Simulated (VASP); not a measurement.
# Rh: single point with LDA

Crystal: Rh.

```
CELL_PARAMETERS angstrom
2.63360 0.00000 0.00000
-1.31680 2.28076 0.00000
0.00000 0.00000 4.24894
ATOMIC_POSITIONS crystal
Rh 0.33333 0.66667 0.25000
Rh 0.66667 0.33333 0.75000
```

This cell differs from its parent crystal: volume scaled by 0.96.

```yaml
Program: VASP 6.6.1
Task: single point
Functional: LDA
Potentials_or_basis: VASP PAW LDA potentials, release 64 (Rh_pv)
Cutoff: 520 eV
k_mesh: 15 × 15 × 8
Occupations: fermi-dirac, width 0.1 eV
Spin: no spin polarisation
```

```yaml
Pressure: 15.1 GPa
Band_gap_on_the_k_mesh: zero (band 15 reaches 14.00 eV, above the bottom of band 16 at 11.33 eV)
```

Levels at points of the mesh, in eV from the Fermi level:
```csv
k point,band 11,band 12,band 13,band 14,band 15,band 16,band 17,band 18,band 19,band 20
"(0.00, 0.00, 0.00)",-3.44,-2.84,-2.84,-2.18,-2.18,0.16,0.16,0.64,9.39,15.80
"(0.00, 0.00, 0.50)",-3.57,-3.57,-3.57,-3.57,-0.48,-0.48,-0.48,-0.48,15.06,15.06
```

It took 30 s on 1 thread of Intel(R) Xeon(R) Platinum 8488C (Sapphire Rapids), on a shared host, peak memory 0.17 GiB.
